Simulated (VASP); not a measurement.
# Hf (P6_3/mmc) in VASP: further runs

Runs on Hf. Level: PBEsol. Tasks: electric field gradients.

All numbers are computed with VASP 6.6.1; they aren't measurements. Logs are shortened: lines on timing, memory, paths and dates and some standing lists are left out, and cuts for length are marked.

## (1) The cell of the first run

The structure is hexagonal, space group P6_3/mmc (No. 194). The conventional cell has a = 3.175 Å, b = 3.175 Å, c = 5.024 Å, α = 90.00°, β = 90.00°, γ = 120.00°. Hf (site symmetry -6m2) has 12 Hf at 3.11 to 3.18 Å within 4.1 Å.

## (2) Electric field gradients, PBEsol (volume scaled by 0.98)

INCAR reads:

```
PREC = Accurate ; ENCUT = 520
EDIFF = 1E-8 ; ISMEAR = -1
SIGMA = 0.05 ; LREAL = F
LASPH = T ; NELM = 60
ALGO = Normal ; ISIF = 2
LWAVE = F ; LCHARG = F
GGA = PS ; LEFG = T
NBANDS = 17
```

KPOINTS reads:

```
Automatic mesh
0
Gamma
  13 13 7
```

POSCAR reads:

```
Hf
1.0
    3.1752435252      0.0000000000      0.0000000000
   -1.5876217626      2.7498415561      0.0000000000
    0.0000000000      0.0000000000      5.0238540107
Hf
2
Direct
    0.3333333333      0.6666666667      0.2500000000
    0.6666666667      0.3333333333      0.7500000000
```

Potentials or basis: VASP PAW PBE potentials, release 64 (Hf_pv).

The run is started by

```
> cat potpaw_PBE.64/Hf_pv/POTCAR > POTCAR
> mpirun -np 1 vasp_std > vasp.out
```

OUTCAR:

```text
PREC = Accurate
   ENCUT = 520
   EDIFF = 1E-8
   ISMEAR = -1
   LREAL = F
   LASPH = T
   NELM = 60
   ISIF = 2
   GGA = PS

 ion  position               nearest neighbor table
   1  0.333  0.667  0.250-   2 3.11   2 3.11   2 3.11   2 3.11   2 3.11   2 3.11
   2  0.667  0.333  0.750-   1 3.11   1 3.11   1 3.11   1 3.11   1 3.11   1 3.11

  LATTYP: Found a hexagonal cell.
 ALAT       =     3.1752435252
 C/A-ratio  =     1.5821948682

  Lattice vectors:

 A1 = (   3.1752435252,   0.0000000000,   0.0000000000)
 A2 = (  -1.5876217626,   2.7498415561,   0.0000000000)
 A3 = (   0.0000000000,   0.0000000000,   5.0238540107)

Analysis of symmetry for initial positions (statically):
=====================================================================
 Subroutine PRICEL returns:
 Original cell was already a primitive cell.

 Routine SETGRP: Setting up the symmetry group for a
 hexagonal supercell.

 Subroutine GETGRP returns: Found 24 space group operations
 (whereof 12 operations were pure point group operations)
 out of a pool of 24 trial point group operations.

The static configuration has the point symmetry D_3d.
 The point group associated with its full space group is D_6h.

Analysis of symmetry for dynamics (positions and initial velocities):
=====================================================================
 Subroutine PRICEL returns:
 Original cell was already a primitive cell.

 Routine SETGRP: Setting up the symmetry group for a
 hexagonal supercell.

 Subroutine GETGRP returns: Found 24 space group operations
 (whereof 12 operations were pure point group operations)
 out of a pool of 24 trial point group operations.

The dynamic configuration has the point symmetry D_3d.
 The point group associated with its full space group is D_6h.

 Subroutine INISYM returns: Found 24 space group operations
 (whereof 12 operations are pure point group operations),
 and found     1 'primitive' translations

----------------------------------------------------------------------------------------

                                     Primitive cell

  volume of cell :      43.8654

  direct lattice vectors                    reciprocal lattice vectors
     3.175243525  0.000000000  0.000000000     0.314936474  0.181828658  0.000000000
    -1.587621763  2.749841556  0.000000000     0.000000000  0.363657316  0.000000000
     0.000000000  0.000000000  5.023854011     0.000000000  0.000000000  0.199050370

  length of vectors
     3.175243525  3.175243525  5.023854011     0.363657316  0.363657316  0.199050370

  position of ions in fractional coordinates (direct lattice)
     0.333333333  0.666666667  0.250000000
     0.666666667  0.333333333  0.750000000

  ion indices of the primitive-cell ions
   primitive index   ion index
                 1           1
                 2           2

----------------------------------------------------------------------------------------

 KPOINTS: Automatic mesh

Automatic generation of k-mesh.
 Grid dimensions read from file:
 generate k-points for:   13   13    7

 Generating k-lattice:

  Cartesian coordinates                     Fractional coordinates (reciprocal lattice)
     0.024225883  0.013986820  0.000000000     0.076923077  0.000000000  0.000000000
     0.000000000  0.027973640  0.000000000     0.000000000  0.076923077  0.000000000
     0.000000000  0.000000000  0.028435767     0.000000000  0.000000000  0.142857143

  Length of vectors
     0.027973640  0.027973640  0.028435767

  Shift w.r.t. Gamma in fractional coordinates (k-lattice)
     0.000000000  0.000000000  0.000000000

 Subroutine IBZKPT returns following result:
 ===========================================

 Found     84 irreducible k-points:

 Following reciprocal coordinates:
            Coordinates               Weight
  0.000000  0.000000  0.000000      1.000000
  0.076923  0.000000  0.000000      6.000000
  0.153846  0.000000  0.000000      6.000000
  0.230769  0.000000  0.000000      6.000000
  0.307692  0.000000  0.000000      6.000000
  0.384615 -0.000000  0.000000      6.000000
[... 16 lines left out ...]
  0.076923  0.000000  0.142857     12.000000
  0.153846  0.000000  0.142857     12.000000
 [... further k-points ...]
   k-points           NKPTS =     84   k-points in BZ     NKDIM =     84   number of bands    NBANDS=     17
   number of dos      NEDOS =    301   number of ions     NIONS =      2
   total plane-waves  NPLWV =  23040
   dimension x,y,z NGX =    24 NGY =   24 NGZ =   40
   dimension x,y,z NGXF=    48 NGYF=   48 NGZF=   80
   ions per type =               2
   NGX,Y,Z   is equivalent  to a cutoff of  12.57, 12.57, 13.24 a.u.
   NGXF,Y,Z  is equivalent  to a cutoff of  25.13, 25.13, 26.47 a.u.
 SYSTEM =  unknown system
   PREC   = accura    normal or accurate (medium, high low for compatibility)
   ISTART =      0    job   : 0-new  1-cont  2-samecut
   ICHARG =      2    charge: 1-file 2-atom 10-const
   ISPIN  =      1    spin polarized calculation?
   LNONCOLLINEAR =      F non collinear calculations
   LSORBIT =      F    spin-orbit coupling
   LASPH  =      T    aspherical Exc in radial PAW
   ENCUT  =  520.0 eV  38.22 Ry    6.18 a.u.   5.90  5.90  9.34*2*pi/ulx,y,z
   NELM   =     60;   NELMIN=  2; NELMDL= -5     # of ELM steps
   EDIFF  = 0.1E-07   stopping-criterion for ELM
   LREAL  =      F    real-space projection
   EDIFFG = 0.1E-06   stopping-criterion for IOM
   NSW    =      0    number of steps for IOM
   IBRION =     -1    ionic relax: 0-MD 1-quasi-New 2-CG
   NFREE  =      0    steps in history (QN), initial steepest desc. (CG)
   ISIF   =      2    stress and relaxation
   ISYM   =      2    0-nonsym 1-usesym 2-fastsym
   POTIM  = 0.5000    time-step for ionic-motion
   TEBEG  =    0.0;   TEEND  =   0.0 temperature during run
   PSTRESS=    0.0 pullay stress
   NELECT =      20.0000    total number of electrons
   NUPDOWN=      -1.0000    fix difference up-down
   EMIN   =  10.00;   EMAX   =-10.00  energy-range for DOS
   EFERMI =   0.00;   METHOD = LEGACY
   ISMEAR =    -1;   SIGMA  =   0.05  broadening in eV -4-tet -1-fermi 0-gaus
   EFERMI_NEDOS =   21; number of points for ismear=-14 and -15
   IALGO  =     38    algorithm
   IMIX   =      4    mixing-type and parameters
     AMIX     =   0.40;   BMIX     =  1.00
     AMIX_MAG =   1.60;   BMIX_MAG =  1.00
  volume/ion in A,a.u.               =      21.93       148.01
  Fermi-wavevector in a.u.,A,eV,Ry     =   1.260020  2.381093 21.601310  1.587652
  Thomas-Fermi vector in A             =   2.393551
   LORBIT       =      0    0 simple, 1 ext, 2 COOP (PROOUT), +10 PAW based schemes
   GGA     = PS    functional components
   LHFCALC =     F    Hartree Fock is set to
   AEXX    =    0.0000 exact exchange contribution
   IVDW    =     0    specifies the selected vdW correction
   LEPSILON=     F    determine dielectric tensor
   LRPA    =     F    only Hartree local field effects (RPA)
 non-spin polarized calculation
  energy-cutoff  :      520.00
  volume of cell :       43.87
 maximum number of plane-waves:      1194
 NGX is ok and might be reduce to    24
   NGX = 11   NGY = 11   NGZ = 19

 number of electron      19.9999999 magnetization

 Free energy of the ion-electron system (eV)
  ---------------------------------------------------
  ext. energy  EPLUGINS =         0.00000000
  ---------------------------------------------------
  free energy    TOTEN  =       -21.00703805 eV

  energy without entropy =      -20.99365228  energy(sigma->0) =      -21.00034516

 E-fermi :   4.8994     XC(G=0): -11.4822

 val. band max:        4.8987377447   @ k =   0.0000   0.0000   0.4286
 cond. band min:       4.9109814053   @ k =   0.3077   0.2308   0.4286
 fundamental gap:      0.0122436605
 Fermi energy:         4.8994330488

 k-point     1 :       0.0000    0.0000    0.0000
  band No.  band energies     occupation
      1     -26.1205      2.00000
      2     -25.3227      2.00000
      3     -25.3227      2.00000
      4     -25.1873      2.00000
      5     -25.1856      2.00000
      6     -25.1856      2.00000
[... 9 lines left out ...]
     16       7.5560      0.00000
     17      10.3299      0.00000

 k-point     2 :       0.0769    0.0000    0.0000
  band No.  band energies     occupation
      1     -26.1040      2.00000
      2     -25.3580      2.00000
      3     -25.3345      2.00000
      4     -25.2229      2.00000
      5     -25.1949      2.00000
      6     -25.1903      2.00000
[... 9 lines left out ...]
     16       7.3809      0.00000
     17      10.4735      0.00000
[... 421 lines left out ...]
 k-point    24 :       0.1538    0.0000    0.1429
  band No.  band energies     occupation
      1     -26.0225      2.00000
      2     -25.4450      2.00000
      3     -25.3624      2.00000
      4     -25.3585      2.00000
      5     -25.2287      2.00000
      6     -25.2122      2.00000
[... 9 lines left out ...]
     16       7.7453      0.00000
     17      10.7712      0.00000

 [... further k-points ...]
[... 5 lines left out ...]
  --------------------------------------------------------------------------------------
  -------------------------------------------------------------------------------------
  Total       -0.5300462     -0.5300462     -0.5765818      0.0000000      0.0000000      0.0000000
  in kB      -19.3598784    -19.3598784    -21.0595858      0.0000000      0.0000000      0.0000000
  external PRESSURE =     -19.9264475 kB  Pullay stress =       0.0000000 kB

 VOLUME and BASIS-vectors are now :
 -----------------------------------------------------------------------------
  energy-cutoff  :      520.00
  volume of cell :       43.87
      direct lattice vectors                 reciprocal lattice vectors
     3.175243525  0.000000000  0.000000000     0.314936474  0.181828658  0.000000000
    -1.587621763  2.749841556  0.000000000     0.000000000  0.363657316  0.000000000
     0.000000000  0.000000000  5.023854011     0.000000000  0.000000000  0.199050370

 POSITION                                       TOTAL-FORCE (eV/Angst)
 -----------------------------------------------------------------------------------
     -0.00000      1.83323      1.25596        -0.000000     -0.000000      0.000000
      1.58762      0.91661      3.76789         0.000000      0.000000      0.000000
 -----------------------------------------------------------------------------------
    total drift:                               -0.000000      0.000000     -0.000000

  FREE ENERGIE OF THE ION-ELECTRON SYSTEM (eV)
  ---------------------------------------------------
  free  energy   TOTEN  =       -21.0070380524 eV

  energy  without entropy=      -20.9936522755  energy(sigma->0) =      -21.00034516

 Electric field gradients (V/A^2)
---------------------------------------------------------------------
 ion       V_xx      V_yy      V_zz      V_xy      V_xz      V_yz
---------------------------------------------------------------------
   1     -43.383   -43.383    86.767     0.000     0.000    -0.000
   2     -43.383   -43.383    86.767     0.000    -0.000     0.000
---------------------------------------------------------------------

 Electric field gradients after diagonalization (V/A^2)
 (convention: |V_zz| > |V_xx| > |V_yy|)
----------------------------------------------------------------------
 ion       V_xx      V_yy      V_zz     asymmetry (V_yy - V_xx)/ V_zz
----------------------------------------------------------------------
   1     -43.384   -43.383    86.767       0.000
   2     -43.384   -43.383    86.767       0.000
----------------------------------------------------------------------

           NMR quadrupolar parameters

 Cq : quadrupolar parameter    Cq=e*Q*V_zz/h
 eta: asymmetry parameters     (V_yy - V_xx)/ V_zz
 Q  : nuclear electric quadrupole moment in mb (millibarn)
----------------------------------------------------------------------
 ion       Cq(MHz)       eta       Q (mb)
----------------------------------------------------------------------
   1       0.210       0.000       1.000
   2       0.210       0.000       1.000
----------------------------------------------------------------------
```

Run time: 18 s. Hardware: 1 thread of Intel Xeon 6975P-C (Granite Rapids), shared host; peak memory 0.19 GiB.

What came out:

* Free energy: -21.0070 eV
* Pressure: -2.0 GPa
* Band gap on the k mesh: zero (band 10 reaches 6.07 eV, above the bottom of band 11 at 4.52 eV)

Levels at points of the mesh, in eV from the Fermi level:
| k point | band 7 | band 8 | band 9 | band 10 | band 11 | band 12 | band 13 | band 14 |
| --- | --- | --- | --- | --- | --- | --- | --- | --- |
| (0.00, 0.00, 0.00) | -7.46 | -3.78 | 0.74 | 1.17 | 1.17 | 1.45 | 2.01 | 2.01 |

Electric field gradients, principal values (V/Å²):
```tsv
atom	least	middle	greatest (by size)
1 Hf	-43.383	-43.384	86.767
2 Hf	-43.383	-43.384	86.767
```

Caveat: without QUAD_EFG the Cq values of the log hold for a quadrupole moment of 1 mb, not for the nuclei; the PAW data sets were made with another functional, which shifts forces and pressure a little; spin-orbit coupling is left out, which moves the levels of the heavy elements.

[end of part 1 of 2]
